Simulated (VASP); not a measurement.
Input of a VASP 6.6.1 run:

The input INCAR:

```
PREC = Accurate ; ENCUT = 520
EDIFF = 1E-7 ; ISMEAR = -1
SIGMA = 0.02 ; LREAL = F
LASPH = T ; NELM = 60
ALGO = Normal ; ISIF = 2
LWAVE = F ; LCHARG = T
GGA = PE ; LELF = T
LVHAR = T ; NBANDS = 11
```

File KPOINTS:

```
regular mesh
0
Gamma
  10 10 10
```

POSCAR

```
MgO
1.0
    0.0000000000      2.1021674158      2.1021674158
    2.0948098299      0.0000000000      2.1021674158
    2.0948098299      2.1021674158      0.0000000000
Mg O
1 1
Direct
    0.0000000000      0.0000000000      0.0000000000
    0.5000000000      0.5000000000      0.5000000000
```

Potentials or basis: VASP PAW PBE potentials, release 64 (Mg, O).

Command:

```sh
$ cat potpaw_PBE.64/Mg/POTCAR potpaw_PBE.64/O/POTCAR > POTCAR
$ mpirun -np 1 vasp_std > vasp.out
```

**Question.** Estimate the band gap on the k mesh.

**Answer.** 4.81 eV, direct.

**Question.** Estimate the pressure.

**Answer.** 5.5 GPa.

Stress tensor (GPa, compression positive):
```
6.04 0.00 0.00
0.00 5.25 0.00
0.00 0.00 5.25
```

Caveat: the cell differs from its parent crystal (uniaxial x strain -0.3%).
